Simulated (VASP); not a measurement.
Input of a VASP 6.6.1 run:

Contents of INCAR:

```
PREC = Accurate ; ENCUT = 600
EDIFF = 1E-7 ; ISMEAR = 1
SIGMA = 0.05 ; LREAL = False
LASPH = True ; NELM = 100
ALGO = Normal ; ISIF = 3
LWAVE = False ; LCHARG = False
GGA = PS ; IBRION = 2
NSW = 60 ; EDIFFG = -0.01
```

KPOINTS

```
Automatic mesh
0
Gamma
  7 7 4
```

The input POSCAR:

```
NbH2
1.0
    2.7000000000      0.0000000000      0.0000000000
   -1.3500000000      2.3382685902      0.0000000000
    0.0000000000      0.0000000000      4.3200000000
Nb H
1 2
Direct
    0.0000000000      0.0000000000      0.0000000000
    0.3333333333      0.6666666667      0.2500000000
    0.6666666667      0.3333333333      0.7500000000
```

Potentials or basis: VASP PAW PBE potentials, release 64 (Nb_sv, H).

Launch:

```console
$ cat potpaw_PBE.64/Nb_sv/POTCAR potpaw_PBE.64/H/POTCAR > POTCAR
$ mpirun -np 1 vasp_std > vasp.out
```

Problem. Predict the space group after relaxing (to 0.05 Å).

Solution. P-3m1 (No. 164).

Problem. What does it give for the relaxed volume?

Solution. 11.44 Å³/atom.

Problem. What does it give for the relaxed cell?

Solution. a = 2.845 Å, b = 2.845 Å, c = 4.893 Å, α = 90.00°, β = 90.00°, γ = 120.00°.

Final structure:
```yaml
crystal:
  lattice:
    - [2.84540, 0.00000, 0.00000]
    - [-1.42270, 2.46419, 0.00000]
    - [0.00000, 0.00000, 4.89336]
  atoms:
    - { symbol: Nb, position: [0.00000, 0.00000, 0.00000] }
    - { symbol: H, position: [0.33333, 0.66667, 0.23044] }
    - { symbol: H, position: [0.66667, 0.33333, 0.76956] }
```

Caveat: the k points lie up to 0.36 Å⁻¹ apart in the final cell; the volume moved by over 15 % at a fixed basis, so the end points are rough; the PAW data sets were made with another functional, which shifts forces and pressure a little.
